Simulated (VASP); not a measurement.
Here is a VASP 6.6.1 calculation.

File INCAR:

```
ALGO     = Fast           # electronic algorithm
EDIFF    = 1E-6           # SCF threshold, eV
ENCUT    = 520            # plane-wave cutoff, eV
GGA      = PE             # functional
ISIF     = 2              # what is computed and relaxed
ISMEAR   = 0              # smearing method
LASPH    = T              # aspherical terms in the spheres
LCHARG   = F              # write CHGCAR
LREAL    = F              # projectors in reciprocal space
LWAVE    = F              # write WAVECAR
NBANDS   = 10             # bands
NELM     = 60             # most SCF steps
PREC     = Accurate       # precision mode
SIGMA    = 0.15           # smearing width, eV
```

The input KPOINTS:

```
k-points
0
Gamma
  10 10 10
```

Contents of POSCAR:

```
Re
1.0
    0.0000000000      1.9916238815      1.8916443626
    1.9916238815      0.0000000000      1.8916443626
    1.9916238815      1.9916238815      0.0000000000
Re
1
Direct
    0.0000000000      0.0000000000      0.0000000000
```

Potentials or basis: VASP PAW PBE potentials, release 64 (Re).

Launch:

```sh
$ cat potpaw_PBE.64/Re/POTCAR > POTCAR
$ mpirun -np 1 vasp_std > vasp.out
```

(1) Predict the pressure.

Results:

(1) -0.6 GPa.
